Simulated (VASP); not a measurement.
Set up this calculation in VASP 6.6.1, as the native input.

```yaml
Task: single point
Functional: PBE
Potentials_or_basis: VASP PAW PBE potentials, release 64 (Cd, Se)
Cutoff: 520 eV
k_mesh: 10 × 10 × 10
Occupations: gaussian, width 0.05 eV
Spin: no spin polarisation
Dipole_correction: no
Further_INCAR_settings: ALGO = Normal; EDIFF = 1e-06; NBANDS = 16
```

The structure of CdSe lies in POSCAR:

```
CdSe
1.0
    0.0614054240      3.0164493445      3.0164493445
    3.0164493445      0.0614054240      3.0164493445
    3.0164493445      3.0164493445      0.0614054240
Cd Se
1 1
Direct
    0.0056413610      0.0056413610      0.0056413610
    0.7443586390      0.7443586390      0.7443586390
```

This cell differs from its parent crystal: strained and its atoms moved.

One way to write it, as run:

INCAR

```
PREC = Accurate
ENCUT = 520
EDIFF = 1E-6
ISMEAR = 0
SIGMA = 0.05
LREAL = F
LASPH = T
NELM = 60
ALGO = Normal
ISIF = 2
LWAVE = F
LCHARG = F
GGA = PE
NBANDS = 16
```

KPOINTS

```
regular mesh
0
Gamma
  10 10 10
```

Potentials or basis: VASP PAW PBE potentials, release 64 (Cd, Se).

Run with:

```console
$ cat potpaw_PBE.64/Cd/POTCAR potpaw_PBE.64/Se/POTCAR > POTCAR
$ mpirun -np 1 vasp_std > vasp.out
```

Results of the run:

- Pressure: 7.7 GPa
- Largest force: 0.779 eV/Å
- Band gap on the k mesh: 0.77 eV

Caveat: the cell differs from its parent crystal (strained and its atoms moved); the cell stands under pressure.

It took 44 s on 1 thread of Intel(R) Xeon(R) Platinum 8488C (Sapphire Rapids) (shared host), peak memory 0.24 GiB.
